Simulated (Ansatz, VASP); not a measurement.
# One calculation of AlN, two programs

```
Al N
1.0
     3.06730    0.00000    0.00000
    -1.53365    2.65636    0.00000
     0.00000    0.00000    5.41830
Al N
2 2
Direct
  0.33333 0.66667 0.00173
  0.66667 0.33333 0.50173
  0.33333 0.66667 0.38327
  0.66667 0.33333 0.88327
```

Alike in both runs: task relaxation of the atoms; functional PBE; k mesh 9 × 9 × 6; occupations gaussian, width 0.05 eV; no spin polarisation.

```csv
,VASP,Ansatz
version,VASP 6.6.1,Ansatz 0.2.0
potentials or method,"VASP PAW PBE potentials, release 64 (Al, N), cutoff 520 eV","scalar-relativistic, plane waves, PAW"
valence electrons in the cell,16,16
```

|  | VASP | Ansatz | Ansatz less VASP |
| --- | --- | --- | --- |
| gap on the k mesh at the Fermi level, each at its own relaxed structure (eV) | 3.35 | 3.35 | -0.002 |

Ansatz's warnings: stress scf threshold loose.
